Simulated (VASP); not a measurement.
# Ir (Im-3m) in VASP: notebook, part 2 of 3

VASP 6.6.1. Earlier steps stand in the parts before.

**4. Single point, r2SCAN (14.14 Å³/atom)**

This run uses another cell than the first one, of 14.14 Å³/atom.

The input, POSCAR:

```
Ir
1.0
   -1.5232378122      1.5232378122      1.5232378122
    1.5232378122     -1.5232378122      1.5232378122
    1.5232378122      1.5232378122     -1.5232378122
Ir
1
Direct
    0.0000000000      0.0000000000      0.0000000000
```

The input, INCAR.step1:

```
ALGO = Normal ; EDIFF = 1E-5
ENCUT = 620 ; GGA = PE
GGA_COMPAT = F ; ISMEAR = -1
LASPH = T ; LCHARG = F
LREAL = F ; LWAVE = T
NBANDS = 14 ; NELM = 120
PREC = Accurate ; SIGMA = 0.1
```

The input, INCAR.step2:

```
ALGO = Normal ; EDIFF = 1E-6
ENCUT = 620 ; GGA_COMPAT = F
ISIF = 2 ; ISMEAR = -1
ISTART = 1 ; LASPH = T
LCHARG = F ; LMIXTAU = T
LREAL = F ; LWAVE = F
METAGGA = R2SCAN ; NBANDS = 14
NELM = 120 ; PREC = Accurate
SIGMA = 0.1
```

The input, KPOINTS:

```
k-points
0
Gamma
  16 16 16
```

Potentials or basis: VASP PAW PBE potentials, release 64 (Ir_sv_GW).

Command:

```sh
> cat potpaw_PBE.64/Ir_sv_GW/POTCAR > POTCAR
> cp INCAR.step1 INCAR
> mpirun -np 1 vasp_std > vasp.out
> cp INCAR.step2 INCAR
> mpirun -np 1 vasp_std > vasp.out
```

OUTCAR:

```text
EDIFF = 1E-6
   ENCUT = 620
   ISIF = 2
   ISMEAR = -1
   ISTART = 1
   LASPH = T
   LREAL = F
   METAGGA = R2SCAN
   NELM = 120
   PREC = Accurate

 ion  position               nearest neighbor table
   1  0.000  0.000  0.000-

  LATTYP: Found a body centered cubic cell.
 ALAT       =     3.0464756244

  Lattice vectors:

 A1 = (  -1.5232378122,   1.5232378122,   1.5232378122)
 A2 = (   1.5232378122,  -1.5232378122,   1.5232378122)
 A3 = (   1.5232378122,   1.5232378122,  -1.5232378122)

Analysis of symmetry for initial positions (statically):
=====================================================================
 Subroutine PRICEL returns:
 Original cell was already a primitive cell.

 Routine SETGRP: Setting up the symmetry group for a
 body centered cubic supercell.

 Subroutine GETGRP returns: Found 48 space group operations
 (whereof 48 operations were pure point group operations)
 out of a pool of 48 trial point group operations.

The static configuration has the point symmetry O_h .

Analysis of symmetry for dynamics (positions and initial velocities):
=====================================================================
 Subroutine PRICEL returns:
 Original cell was already a primitive cell.

 Routine SETGRP: Setting up the symmetry group for a
 body centered cubic supercell.

 Subroutine GETGRP returns: Found 48 space group operations
 (whereof 48 operations were pure point group operations)
 out of a pool of 48 trial point group operations.

The dynamic configuration has the point symmetry O_h .

 Subroutine INISYM returns: Found 48 space group operations
 (whereof 48 operations are pure point group operations),
 and found     1 'primitive' translations

----------------------------------------------------------------------------------------

                                     Primitive cell

  volume of cell :      14.1372

  direct lattice vectors                    reciprocal lattice vectors
    -1.523237812  1.523237812  1.523237812     0.000000000  0.328248154  0.328248154
     1.523237812 -1.523237812  1.523237812     0.328248154  0.000000000  0.328248154
     1.523237812  1.523237812 -1.523237812     0.328248154  0.328248154  0.000000000

  length of vectors
     2.638325283  2.638325283  2.638325283     0.464212991  0.464212991  0.464212991

  position of ions in fractional coordinates (direct lattice)
     0.000000000  0.000000000  0.000000000

  ion indices of the primitive-cell ions
   primitive index   ion index
                 1           1

----------------------------------------------------------------------------------------

 KPOINTS: k-points

Automatic generation of k-mesh.
 Grid dimensions read from file:
 generate k-points for:   16   16   16

 Generating k-lattice:

  Cartesian coordinates                     Fractional coordinates (reciprocal lattice)
     0.000000000  0.020515510  0.020515510     0.062500000  0.000000000  0.000000000
     0.020515510  0.000000000  0.020515510     0.000000000  0.062500000  0.000000000
     0.020515510  0.020515510  0.000000000     0.000000000  0.000000000  0.062500000

  Length of vectors
     0.029013312  0.029013312  0.029013312

  Shift w.r.t. Gamma in fractional coordinates (k-lattice)
     0.000000000  0.000000000  0.000000000

 Subroutine IBZKPT returns following result:
 ===========================================

 Found    145 irreducible k-points:

 Following reciprocal coordinates:
            Coordinates               Weight
  0.000000  0.000000  0.000000      1.000000
  0.062500  0.000000  0.000000     12.000000
  0.125000  0.000000  0.000000     12.000000
  0.187500  0.000000  0.000000     12.000000
  0.250000  0.000000  0.000000     12.000000
  0.312500  0.000000  0.000000     12.000000
[... 16 lines left out ...]
  0.187500  0.187500  0.000000     24.000000
  0.250000  0.187500 -0.000000     48.000000
 [... further k-points ...]
   k-points           NKPTS =    145   k-points in BZ     NKDIM =    145   number of bands    NBANDS=     14
   number of dos      NEDOS =    301   number of ions     NIONS =      1
   total plane-waves  NPLWV =  13824
   dimension x,y,z NGX =    24 NGY =   24 NGZ =   24
   dimension x,y,z NGXF=    48 NGYF=   48 NGZF=   48
   ions per type =               1
   NGX,Y,Z   is equivalent  to a cutoff of  15.12, 15.12, 15.12 a.u.
   NGXF,Y,Z  is equivalent  to a cutoff of  30.25, 30.25, 30.25 a.u.
 SYSTEM =  unknown system
   PREC   = accura    normal or accurate (medium, high low for compatibility)
   ISTART =      1    job   : 0-new  1-cont  2-samecut
   ICHARG =      0    charge: 1-file 2-atom 10-const
   ISPIN  =      1    spin polarized calculation?
   LNONCOLLINEAR =      F non collinear calculations
   LSORBIT =      F    spin-orbit coupling
   LASPH  =      T    aspherical Exc in radial PAW
   ENCUT  =  620.0 eV  45.57 Ry    6.75 a.u.   5.36  5.36  5.36*2*pi/ulx,y,z
   NELM   =    120;   NELMIN=  2; NELMDL=  0     # of ELM steps
   EDIFF  = 0.1E-05   stopping-criterion for ELM
   LREAL  =      F    real-space projection
[... 7 lines left out ...]
   TEBEG  =    0.0;   TEEND  =   0.0 temperature during run
   PSTRESS=    0.0 pullay stress
   NELECT =      17.0000    total number of electrons
   NUPDOWN=      -1.0000    fix difference up-down
   EMIN   =  10.00;   EMAX   =-10.00  energy-range for DOS
   EFERMI =   0.00;   METHOD = LEGACY
   ISMEAR =    -1;   SIGMA  =   0.10  broadening in eV -4-tet -1-fermi 0-gaus
   EFERMI_NEDOS =   21; number of points for ismear=-14 and -15
   IALGO  =     38    algorithm
   IMIX   =      4    mixing-type and parameters
     AMIX     =   0.40;   BMIX     =  1.00
     AMIX_MAG =   1.60;   BMIX_MAG =  1.00
  volume/ion in A,a.u.               =      14.14        95.40
  Fermi-wavevector in a.u.,A,eV,Ry     =   1.740885  3.289796 41.234915  3.030681
  Thomas-Fermi vector in A             =   2.813448
   LORBIT       =      0    0 simple, 1 ext, 2 COOP (PROOUT), +10 PAW based schemes
   METAGGA = R2SCAN    functional components
   LHFCALC =     F    Hartree Fock is set to
   AEXX    =    0.0000 exact exchange contribution
   IVDW    =     0    specifies the selected vdW correction
   LEPSILON=     F    determine dielectric tensor
   LRPA    =     F    only Hartree local field effects (RPA)
 non-spin polarized calculation
  energy-cutoff  :      620.00
  volume of cell :       14.14
 maximum number of plane-waves:       531
 NGX is ok and might be reduce to    24
   NGX = 11   NGY = 11   NGZ = 11

 number of electron      17.0000000 magnetization

 Free energy of the ion-electron system (eV)
  ---------------------------------------------------
  ext. energy  EPLUGINS =         0.00000000
  ---------------------------------------------------
  free energy    TOTEN  =       -52.22613432 eV

  energy without entropy =      -52.15640326  energy(sigma->0) =      -52.19126879

 E-fermi :  12.4038     XC(G=0): -15.8867

 val. band max:       12.3967580565   @ k =   0.3125   0.3125   0.0000
 cond. band min:      12.4042387832   @ k =  -0.4375  -0.4375   0.2500
 fundamental gap:      0.0074807267
 Fermi energy:        12.4037873419

 k-point     1 :       0.0000    0.0000    0.0000
  band No.  band energies     occupation
      1     -82.1626      2.00000
      2     -37.9782      2.00000
      3     -37.9782      2.00000
      4     -37.9782      2.00000
      5       1.1941      2.00000
      6       8.5656      2.00000
      7       8.5656      2.00000
      8       8.5656      2.00000
      9      11.8048      1.99501
     10      11.8048      1.99501
     11      29.4607      0.00000
     12      29.4607      0.00000
     13      29.4607      0.00000
     14      42.0591      0.00000

 k-point     2 :       0.0625    0.0000    0.0000
  band No.  band energies     occupation
      1     -82.1587      2.00000
      2     -38.0124      2.00000
      3     -37.9894      2.00000
      4     -37.9779      2.00000
      5       1.3878      2.00000
      6       8.4750      2.00000
      7       8.5591      2.00000
      8       8.7355      2.00000
      9      11.6784      1.99859
     10      11.8102      1.99473
[... 362 lines left out ...]
 k-point    24 :       0.2500    0.1875   -0.0000
  band No.  band energies     occupation
      1     -82.0893      2.00000
      2     -38.6577      2.00000
      3     -38.2631      2.00000
      4     -38.0513      2.00000
      5       5.3841      2.00000
      6       7.1653      2.00000
      7       8.1215      2.00000
      8      11.2087      1.99999
      9      12.4148      0.94497
     10      14.8949      0.00000
     11      24.6258      0.00000
     12      27.6793      0.00000
     13      30.4994      0.00000
     14      34.6007      0.00000

 [... further k-points ...]

------------------------ aborting loop because EDIFF is reached ----------------------------------------

  FORCE on cell =-STRESS in cart. coord.  units (eV):
  Direction    XX          YY          ZZ          XY          YZ          ZX
  --------------------------------------------------------------------------------------
  -------------------------------------------------------------------------------------
  Total        1.2591232      1.2591232      1.2591232     -0.0000000      0.0000000     -0.0000000
  in kB      142.6972807    142.6972807    142.6972807     -0.0000000      0.0000000     -0.0000000
  external PRESSURE =     142.6972807 kB  Pullay stress =       0.0000000 kB

 VOLUME and BASIS-vectors are now :
 -----------------------------------------------------------------------------
  energy-cutoff  :      620.00
  volume of cell :       14.14
      direct lattice vectors                 reciprocal lattice vectors
    -1.523237812  1.523237812  1.523237812     0.000000000  0.328248154  0.328248154
     1.523237812 -1.523237812  1.523237812     0.328248154  0.000000000  0.328248154
     1.523237812  1.523237812 -1.523237812     0.328248154  0.328248154  0.000000000

 POSITION                                       TOTAL-FORCE (eV/Angst)
 -----------------------------------------------------------------------------------
      0.00000      0.00000      0.00000         0.000000     -0.000000      0.000000
 -----------------------------------------------------------------------------------
    total drift:                                0.000000      0.000000     -0.000000

  FREE ENERGIE OF THE ION-ELECTRON SYSTEM (eV)
  ---------------------------------------------------
  free  energy   TOTEN  =       -52.2261343218 eV

  energy  without entropy=      -52.1564032559  energy(sigma->0) =      -52.19126879
```

It took 93 s on 1 thread of Intel Xeon Platinum 8259CL at 2.50GHz (Skylake/Cascade Lake), shared host; peak memory 0.18 GiB.

What came out:

```
Free energy            : -52.2261 eV
Pressure               : 14.3 GPa
Band gap on the k mesh : zero (an odd number of electrons rules out a gap without spin polarisation)
```

Levels at points of the mesh, in eV from the Fermi level:
```
           k point  band 6  band 7  band 8  band 9  band 10  band 11
(0.00, 0.00, 0.00)   -3.84   -3.84   -3.84   -0.60    -0.60    17.06
(0.50, 0.00, 0.00)   -5.82   -0.75   -0.04   -0.04     2.49     8.80
(0.50, 0.50, 0.50)   -7.61    1.72    1.72    1.72     8.40     8.40
```

Caveat: the cell stands under pressure; the PAW data sets were made with another functional, which shifts forces and pressure a little; spin-orbit coupling is left out, which moves the levels of the heavy elements.

[end of part 2 of 3]
